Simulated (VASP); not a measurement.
# SiC (Moissanite) in VASP: further runs

The runs below take SiC (Moissanite) through single point, with PBE.

All numbers are computed with VASP 6.6.1; they aren't measurements. Logs are shortened: lines on timing, memory, paths and dates and some standing lists are left out, and cuts for length are marked.

## (1) The cell of the first run

The cell holds a slab with vacuum, 4 atoms: a = 3.076 Å, b = 3.076 Å, c = 6.048 Å, α = 90.00°, β = 90.00°, γ = 120.00°.

## (2) Single point, PBE

File INCAR:

```
ALGO     = Normal         # electronic algorithm
EDIFF    = 1E-6           # SCF threshold, eV
ENCUT    = 520            # plane-wave cutoff, eV
GGA      = PE             # functional
GGA_COMPAT= False        
ISIF     = 2              # what is computed and relaxed
ISMEAR   = -1             # smearing method
LASPH    = True           # aspherical terms in the spheres
LCHARG   = False          # write CHGCAR
LREAL    = False          # projectors in reciprocal space
LWAVE    = False          # write WAVECAR
NBANDS   = 16             # bands
NELM     = 120            # most SCF steps
NELMDL   = -8           
PREC     = Accurate       # precision mode
SIGMA    = 0.05           # smearing width, eV
```

File KPOINTS:

```
k-points
0
Gamma
  5 5 3
```

File POSCAR:

```
SiC
1.0
    3.0760000000      0.0000000000      0.0000000000
   -1.5380000000      2.6638940000      0.0000000000
    0.0000000000      0.0000000000      6.0480000000
Si C
2 2
Direct
    0.3333333333      0.6666666667      0.0000000000
    0.6666666667      0.3333333333      0.4173280423
    0.3333333333      0.6666666667      0.3213425926
    0.6666666667      0.3333333333      0.7386706349
```

Potentials or basis: VASP PAW PBE potentials, release 64 (Si, C).

Started as:

```bash
> cat potpaw_PBE.64/Si/POTCAR potpaw_PBE.64/C/POTCAR > POTCAR
> mpirun -np 1 vasp_std > vasp.out
```

OUTCAR:

```text
EDIFF = 1E-6
   ENCUT = 520
   GGA = PE
   ISIF = 2
   ISMEAR = -1
   LASPH = True
   LREAL = False
   NELM = 120
   NELMDL = -8
   PREC = Accurate

 ion  position               nearest neighbor table
   1  0.333  0.667  0.000-   3 1.94   4 2.38   4 2.38   4 2.38   2 3.09   2 3.09   2 3.09
   2  0.667  0.333  0.417-   3 1.87   3 1.87   3 1.87   4 1.94   1 3.09   1 3.09   1 3.09
   3  0.333  0.667  0.321-   2 1.87   2 1.87   2 1.87   1 1.94
   4  0.667  0.333  0.739-   2 1.94   1 2.38   1 2.38   1 2.38

  LATTYP: Found a hexagonal cell.
 ALAT       =     3.0760000000
 C/A-ratio  =     1.9661898570

  Lattice vectors:

 A1 = (   3.0760000000,   0.0000000000,   0.0000000000)
 A2 = (  -1.5380000000,   2.6638940000,   0.0000000000)
 A3 = (   0.0000000000,   0.0000000000,   6.0480000000)

Analysis of symmetry for initial positions (statically):
=====================================================================
 Subroutine PRICEL returns:
 Original cell was already a primitive cell.

 Routine SETGRP: Setting up the symmetry group for a
 hexagonal supercell.

 Subroutine GETGRP returns: Found  6 space group operations
 (whereof  6 operations were pure point group operations)
 out of a pool of 24 trial point group operations.

The static configuration has the point symmetry C_3v.

Analysis of symmetry for dynamics (positions and initial velocities):
=====================================================================
 Subroutine PRICEL returns:
 Original cell was already a primitive cell.

 Routine SETGRP: Setting up the symmetry group for a
 hexagonal supercell.

 Subroutine GETGRP returns: Found  6 space group operations
 (whereof  6 operations were pure point group operations)
 out of a pool of 24 trial point group operations.

The dynamic configuration has the point symmetry C_3v.

 Subroutine INISYM returns: Found  6 space group operations
 (whereof  6 operations are pure point group operations),
 and found     1 'primitive' translations

----------------------------------------------------------------------------------------

                                     Primitive cell

  volume of cell :      49.5581

  direct lattice vectors                    reciprocal lattice vectors
     3.076000000  0.000000000  0.000000000     0.325097529  0.187695156  0.000000000
    -1.538000000  2.663894000  0.000000000     0.000000000  0.375390312  0.000000000
     0.000000000  0.000000000  6.048000000     0.000000000  0.000000000  0.165343915

  length of vectors
     3.076000000  3.075999877  6.048000000     0.375390297  0.375390312  0.165343915

  position of ions in fractional coordinates (direct lattice)
     0.333333333  0.666666667  0.000000000
     0.666666667  0.333333333  0.417328042
     0.333333333  0.666666667  0.321342593
     0.666666667  0.333333333  0.738670635

  ion indices of the primitive-cell ions
   primitive index   ion index
                 1           1
                 2           2
                 3           3
                 4           4

----------------------------------------------------------------------------------------

 KPOINTS: k-points

Automatic generation of k-mesh.
 Grid dimensions read from file:
 generate k-points for:    5    5    3

 Generating k-lattice:

  Cartesian coordinates                     Fractional coordinates (reciprocal lattice)
     0.065019506  0.037539031  0.000000000     0.200000000  0.000000000  0.000000000
     0.000000000  0.075078062  0.000000000     0.000000000  0.200000000  0.000000000
     0.000000000  0.000000000  0.055114638     0.000000000  0.000000000  0.333333333

  Length of vectors
     0.075078059  0.075078062  0.055114638

  Shift w.r.t. Gamma in fractional coordinates (k-lattice)
     0.000000000  0.000000000  0.000000000

 Subroutine IBZKPT returns following result:
 ===========================================

 Found     12 irreducible k-points:

 Following reciprocal coordinates:
            Coordinates               Weight
  0.000000  0.000000  0.000000      1.000000
  0.200000 -0.000000  0.000000      6.000000
  0.400000 -0.000000  0.000000      6.000000
  0.200000  0.200000  0.000000      6.000000
  0.400000  0.200000  0.000000      6.000000
  0.000000  0.000000  0.333333      2.000000
  0.200000 -0.000000  0.333333      6.000000
  0.000000  0.200000  0.333333      6.000000
  0.400000 -0.000000  0.333333      6.000000
  0.000000  0.400000  0.333333      6.000000
  0.200000  0.200000  0.333333     12.000000
  0.400000  0.200000  0.333333     12.000000
   k-points           NKPTS =     12   k-points in BZ     NKDIM =     12   number of bands    NBANDS=     16
   number of dos      NEDOS =    301   number of ions     NIONS =      4
   total plane-waves  NPLWV =  27648
   dimension x,y,z NGX =    24 NGY =   24 NGZ =   48
   dimension x,y,z NGXF=    48 NGYF=   48 NGZF=   96
   ions per type =               2   2
   NGX,Y,Z   is equivalent  to a cutoff of  12.97, 12.97, 13.19 a.u.
   NGXF,Y,Z  is equivalent  to a cutoff of  25.94, 25.94, 26.39 a.u.
 SYSTEM =  unknown system
   PREC   = accura    normal or accurate (medium, high low for compatibility)
   ISTART =      0    job   : 0-new  1-cont  2-samecut
   ICHARG =      2    charge: 1-file 2-atom 10-const
   ISPIN  =      1    spin polarized calculation?
   LNONCOLLINEAR =      F non collinear calculations
   LSORBIT =      F    spin-orbit coupling
   LASPH  =      T    aspherical Exc in radial PAW
   ENCUT  =  520.0 eV  38.22 Ry    6.18 a.u.   5.72  5.72 11.25*2*pi/ulx,y,z
   NELM   =    120;   NELMIN=  2; NELMDL= -8     # of ELM steps
   EDIFF  = 0.1E-05   stopping-criterion for ELM
   LREAL  =      F    real-space projection
   EDIFFG = 0.1E-04   stopping-criterion for IOM
   NSW    =      0    number of steps for IOM
   IBRION =     -1    ionic relax: 0-MD 1-quasi-New 2-CG
   NFREE  =      0    steps in history (QN), initial steepest desc. (CG)
   ISIF   =      2    stress and relaxation
   ISYM   =      2    0-nonsym 1-usesym 2-fastsym
   POTIM  = 0.5000    time-step for ionic-motion
   TEBEG  =    0.0;   TEEND  =   0.0 temperature during run
   PSTRESS=    0.0 pullay stress
   NELECT =      16.0000    total number of electrons
   NUPDOWN=      -1.0000    fix difference up-down
   EMIN   =  10.00;   EMAX   =-10.00  energy-range for DOS
[... 12 lines left out ...]
[... 5 lines left out ...]
 non-spin polarized calculation
  energy-cutoff  :      520.00
  volume of cell :       49.56
 maximum number of plane-waves:      1344
 NGX is ok and might be reduce to    24
   NGX = 11   NGY = 11   NGZ = 23

 number of electron      16.0000001 magnetization

 Free energy of the ion-electron system (eV)
  ---------------------------------------------------
  ext. energy  EPLUGINS =         0.00000000
  ---------------------------------------------------
  free energy    TOTEN  =       -25.19690212 eV

  energy without entropy =      -25.17789395  energy(sigma->0) =      -25.18739804

 E-fermi :   7.4700     XC(G=0): -10.7392

 val. band max:        7.4636599008   @ k =   0.4000  -0.0000   0.0000
 cond. band min:       7.6496952416   @ k =   0.2000  -0.0000   0.0000
 fundamental gap:      0.1860353408
 Fermi energy:         7.4699934304

 k-point     1 :       0.0000    0.0000    0.0000
  band No.  band energies     occupation
      1      -8.7722      2.00000
      2      -4.5958      2.00000
      3      -3.1015      2.00000
      4       4.1343      2.00000
      5       4.7896      2.00000
      6       4.7896      2.00000
[... 8 lines left out ...]
     15      14.5614      0.00000
     16      15.7933      0.00000

 k-point     2 :       0.2000   -0.0000    0.0000
  band No.  band energies     occupation
      1      -8.1107      2.00000
      2      -4.0292      2.00000
      3      -2.4523      2.00000
      4       2.2274      2.00000
      5       4.0689      2.00000
      6       4.0752      2.00000
[... 8 lines left out ...]
     15      15.3526      0.00000
     16      15.5244      0.00000

 k-point     3 :       0.4000   -0.0000    0.0000
  band No.  band energies     occupation
      1      -6.3686      2.00000
      2      -3.1425      2.00000
      3      -1.2045      2.00000
      4      -0.2984      2.00000
      5       2.7003      2.00000
      6       3.2066      2.00000
[... 8 lines left out ...]
     15      14.9869      0.00000
     16      17.8017      0.00000

 k-point     4 :       0.2000    0.2000    0.0000
  band No.  band energies     occupation
      1      -6.8778      2.00000
      2      -3.1805      2.00000
      3      -1.2823      2.00000
      4       0.3360      2.00000
      5       1.9951      2.00000
      6       3.6085      2.00000
[... 8 lines left out ...]
     15      15.4532      0.00000
     16      17.0596      0.00000

 k-point     5 :       0.4000    0.2000    0.0000
  band No.  band energies     occupation
      1      -5.4383      2.00000
      2      -3.2122      2.00000
      3      -0.8661      2.00000
      4       0.6409      2.00000
      5       1.0587      2.00000
      6       2.4149      2.00000
[... 8 lines left out ...]
     15      15.9485      0.00000
     16      16.9995      0.00000

 k-point     6 :       0.0000    0.0000    0.3333
  band No.  band energies     occupation
      1      -8.6697      2.00000
      2      -5.4993      2.00000
      3      -1.2677      2.00000
      4       1.7298      2.00000
      5       4.8012      2.00000
      6       4.8012      2.00000
[... 8 lines left out ...]
     15      14.1179      0.00000
     16      15.2925      0.00000

 k-point     7 :       0.2000   -0.0000    0.3333
  band No.  band energies     occupation
      1      -8.0129      2.00000
      2      -4.8647      2.00000
      3      -0.7590      2.00000
      4       1.8222      2.00000
      5       2.5830      2.00000
      6       4.0971      2.00000
[... 8 lines left out ...]
     15      15.2745      0.00000
     16      15.3441      0.00000

 k-point     8 :       0.0000    0.2000    0.3333
  band No.  band energies     occupation
      1      -8.0130      2.00000
      2      -4.8636      2.00000
      3      -0.7637      2.00000
      4       1.7295      2.00000
      5       2.7433      2.00000
      6       4.0981      2.00000
[... 8 lines left out ...]
     15      15.1341      0.00000
     16      15.4547      0.00000

 k-point     9 :       0.4000   -0.0000    0.3333
  band No.  band energies     occupation
      1      -6.2954      2.00000
      2      -3.4401      2.00000
      3      -1.4304      2.00000
      4       0.4792      2.00000
      5       2.1277      2.00000
      6       3.2472      2.00000
[... 8 lines left out ...]
     15      15.9025      0.00000
     16      16.6345      0.00000

 k-point    10 :       0.0000    0.4000    0.3333
  band No.  band energies     occupation
      1      -6.2963      2.00000
      2      -3.4271      2.00000
      3      -1.4460      2.00000
      4       0.3458      2.00000
      5       2.5679      2.00000
      6       3.2475      2.00000
[... 8 lines left out ...]
     15      16.6113      0.00000
     16      16.8027      0.00000

 k-point    11 :       0.2000    0.2000    0.3333
  band No.  band energies     occupation
      1      -6.7937      2.00000
      2      -3.7603      2.00000
      3      -0.4948      2.00000
      4       0.6301      2.00000
      5       2.0765      2.00000
      6       2.7024      2.00000
[... 8 lines left out ...]
     15      15.4605      0.00000
     16      16.5707      0.00000

 k-point    12 :       0.4000    0.2000    0.3333
  band No.  band energies     occupation
      1      -5.4014      2.00000
      2      -3.1157      2.00000
      3      -1.3773      2.00000
      4       0.4494      2.00000
      5       1.0313      2.00000
      6       2.9944      2.00000
[... 8 lines left out ...]
     15      15.8027      0.00000
     16      17.1510      0.00000

------------------------ aborting loop because EDIFF is reached ----------------------------------------

  FORCE on cell =-STRESS in cart. coord.  units (eV):
  Direction    XX          YY          ZZ          XY          YZ          ZX
  --------------------------------------------------------------------------------------
  -------------------------------------------------------------------------------------
  Total       -1.0559086     -1.0559085    -11.0709994      0.0000000      0.0000000      0.0000000
  in kB      -34.1367244    -34.1367208   -357.9170230      0.0000000      0.0000000      0.0000000
  external PRESSURE =    -142.0634894 kB  Pullay stress =       0.0000000 kB

 VOLUME and BASIS-vectors are now :
 -----------------------------------------------------------------------------
  energy-cutoff  :      520.00
  volume of cell :       49.56
      direct lattice vectors                 reciprocal lattice vectors
     3.076000000  0.000000000  0.000000000     0.325097529  0.187695156  0.000000000
    -1.538000000  2.663894000  0.000000000     0.000000000  0.375390312  0.000000000
     0.000000000  0.000000000  6.048000000     0.000000000  0.000000000  0.165343915

 POSITION                                       TOTAL-FORCE (eV/Angst)
 -----------------------------------------------------------------------------------
     -0.00000      1.77593      0.00000        -0.000000     -0.000000     -4.556993
      1.53800      0.88796      2.52400         0.000000      0.000000      1.618298
     -0.00000      1.77593      1.94348        -0.000000     -0.000000     -0.883562
      1.53800      0.88796      4.46748        -0.000000     -0.000000      3.822256
 -----------------------------------------------------------------------------------
    total drift:                                0.000000     -0.000002     -0.000202

  FREE ENERGIE OF THE ION-ELECTRON SYSTEM (eV)
  ---------------------------------------------------
  free  energy   TOTEN  =       -25.1969021236 eV

  energy  without entropy=      -25.1778939527  energy(sigma->0) =      -25.18739804
```

It took 6.9 s on 1 thread of AMD EPYC 9R45 (Zen 5), shared host; peak memory 0.13 GiB.

What came out:

```
Free energy            : -25.1969 eV
Largest force          : 4.557 eV/Å
Band gap on the k mesh : zero (band 8 reaches 8.58 eV, above the bottom of band 9 at 7.19 eV)
```

Forces on the atoms (eV/Å):
```
Si   0.000  0.000 -4.557
Si   0.000  0.000  1.618
C    0.000  0.000 -0.884
C    0.000  0.000  3.822
```

Caveat: the k points lie up to 0.47 Å⁻¹ apart.

## (3) Single point, PBE

This run uses another cell than the first one, of 14.44 Å³/atom, 1.165 times its volume.

File INCAR:

```
SYSTEM = SiC
ALGO = Normal
EDIFF = 1E-6
ENCUT = 520
GGA = PE
GGA_COMPAT = .FALSE.
ISIF = 2
ISMEAR = -1
LASPH = .TRUE.
LCHARG = .FALSE.
LREAL = .FALSE.
LWAVE = .FALSE.
NBANDS = 16
NELM = 120
NELMDL = -8
PREC = Accurate
SIGMA = 0.05
```

File KPOINTS:

```
k-points
0
G
  5 5 3
  0 0 0
```

File POSCAR:

```
SiC
1.0
    3.0760000000      0.0000000000      0.0000000000
   -1.5380000000      2.6638940000      0.0000000000
    0.0000000000      0.0000000000      7.0480000000
Si C
2 2
Direct
    0.3333333333      0.6666666667      0.0000000000
    0.6666666667      0.3333333333      0.3581157775
    0.3333333333      0.6666666667      0.2757491487
    0.6666666667      0.3333333333      0.6338649262
```

Potentials or basis: VASP PAW PBE potentials, release 64 (Si, C).

Started as:

```bash
> cat potpaw_PBE.64/Si/POTCAR potpaw_PBE.64/C/POTCAR > POTCAR
> mpirun -np 1 vasp_std > vasp.out
```

It took 7.9 s on 1 thread of AMD EPYC 9R45 (Zen 5), shared host; peak memory 0.14 GiB.

It converged, with:

```yaml
Free_energy: -23.3663 eV
Largest_force: 0.969 eV/Å
Band_gap_on_the_k_mesh: zero (band 8 reaches 7.20 eV, above the bottom of band 9 at 4.70 eV)
```

Forces on the atoms (eV/Å):
```
Si   0.000  0.000  0.023
Si   0.000  0.000  0.969
C    0.000  0.000 -0.580
C    0.000  0.000 -0.412
```

Levels at points of the mesh, in eV from the Fermi level:
```csv
k point,band 4,band 5,band 6,band 7,band 8,band 9,band 10,band 11,band 12,band 13
"(0.00, 0.00, 0.00)",-3.15,-2.01,-1.32,-1.32,2.34,2.34,5.42,5.95,7.04,7.04
```

Caveat: the k points lie up to 0.47 Å⁻¹ apart.

## (4) Single point, PBE

This run uses another cell than the first one, of 16.49 Å³/atom, 1.331 times its volume.

File INCAR:

```
SYSTEM = SiC
  PREC = Accurate
  ENCUT = 520
  EDIFF = 1E-6
  ISMEAR = -1
  SIGMA = 0.05
  LREAL = .FALSE.
  LASPH = .TRUE.
  NELM = 120
  ALGO = Normal
  ISIF = 2
  LWAVE = .FALSE.
  LCHARG = .FALSE.
  GGA = PE
  NBANDS = 16
  GGA_COMPAT = .FALSE.
  NELMDL = -8
```

File KPOINTS:

```
regular mesh
0
G
  5 5 3
  0 0 0
```

File POSCAR:

```
SiC
1.0
    3.0760000000      0.0000000000      0.0000000000
   -1.5380000000      2.6638940000      0.0000000000
    0.0000000000      0.0000000000      8.0480000000
Si C
2 2
Direct
    0.3333333333      0.6666666667      0.0000000000
    0.6666666667      0.3333333333      0.3136182903
    0.3333333333      0.6666666667      0.2414860835
    0.6666666667      0.3333333333      0.5551043738
```

Started as:

```bash
> cat potpaw_PBE.64/Si/POTCAR potpaw_PBE.64/C/POTCAR > POTCAR
> mpirun -np 1 vasp_std > vasp.out
```

Wall time 9.5 s (1 thread of AMD EPYC 9R45 (Zen 5), shared host); peak memory 0.14 GiB.

The run converged. Its results:

```yaml
Free_energy: -23.2120 eV
Largest_force: 0.952 eV/Å
Band_gap_on_the_k_mesh: zero (band 8 reaches 5.97 eV, above the bottom of band 9 at 2.98 eV)
```

Forces on the atoms (eV/Å):
```
Si   0.000  0.000  0.280
Si   0.000  0.000  0.949
C    0.000  0.000 -0.952
C    0.000  0.000 -0.277
```

Levels at points of the mesh, in eV from the Fermi level:
```tsv
k point	band 5	band 6	band 7	band 8	band 9	band 10	band 11	band 12
(0.00, 0.00, 0.00)	-1.56	-1.42	-1.42	2.44	2.44	4.25	5.43	7.01
```

Caveat: the k points lie up to 0.47 Å⁻¹ apart.

## (5) Single point, PBE

This run uses another cell than the first one, of 20.58 Å³/atom, 1.661 times its volume.

File INCAR:

```
ALGO = Normal
EDIFF = 1E-6
ENCUT = 520
GGA = PE
GGA_COMPAT = False
ISIF = 2
ISMEAR = -1
LASPH = True
LCHARG = False
LREAL = False
LWAVE = False
NBANDS = 16
NELM = 120
NELMDL = -8
PREC = Accurate
SIGMA = 0.05
```

File KPOINTS:

```
k-points
0
Gamma
  5 5 3
```

File POSCAR:

```
SiC
1.0
    3.0760000000      0.0000000000      0.0000000000
   -1.5380000000      2.6638940000      0.0000000000
    0.0000000000      0.0000000000     10.0480000000
Si C
2 2
Direct
    0.3333333333      0.6666666667      0.0000000000
    0.6666666667      0.3333333333      0.2511942675
    0.3333333333      0.6666666667      0.1934195860
    0.6666666667      0.3333333333      0.4446138535
```

Started as:

```bash
> cat potpaw_PBE.64/Si/POTCAR potpaw_PBE.64/C/POTCAR > POTCAR
> mpirun -np 1 vasp_std > vasp.out
```

Run time: 14 s. Hardware: 1 thread of AMD EPYC 9R45 (Zen 5), shared host; peak memory 0.16 GiB.

The run converged. Its results:

```yaml
Free_energy: -23.0932 eV
Largest_force: 1.085 eV/Å
Band_gap_on_the_k_mesh: zero (band 8 reaches 4.08 eV, above the bottom of band 9 at 1.11 eV)
```

Forces on the atoms (eV/Å):
```
Si   0.000  0.000  0.479
Si   0.000  0.000  0.907
C    0.000  0.000 -1.085
C    0.000  0.000 -0.301
```

Levels at points of the mesh, in eV from the Fermi level:
```csv
k point,band 4,band 5,band 6,band 7,band 8,band 9,band 10,band 11,band 12,band 13
"(0.00, 0.00, 0.00)",-4.35,-1.48,-1.48,-1.11,2.45,2.45,3.23,5.33,6.56,6.94
```

Caveat: the k points lie up to 0.47 Å⁻¹ apart.

## (6) The runs side by side

```tsv
cell	gap on the mesh (eV)	largest force (eV/Å)
a = 3.076, b = 3.076, c = 6.048 Å, angles 90.0, 90.0, 120.0°, 4 atoms	none	4.56
a = 3.076, b = 3.076, c = 7.048 Å, angles 90.0, 90.0, 120.0°, 4 atoms	none	0.97
a = 3.076, b = 3.076, c = 8.048 Å, angles 90.0, 90.0, 120.0°, 4 atoms	none	0.95
a = 3.076, b = 3.076, c = 10.048 Å, angles 90.0, 90.0, 120.0°, 4 atoms	none	1.08
```

Alike in all rows: task single point; level PBE; potentials or basis VASP PAW PBE potentials, release 64 (Si, C); no spin polarisation; k mesh 5 × 5 × 3; cutoff (eV) 520; smearing fermi-dirac 0.05 eV.

Caveats: all runs use coarse meshes.

Absolute energies hang on the potentials; compare differences alone.
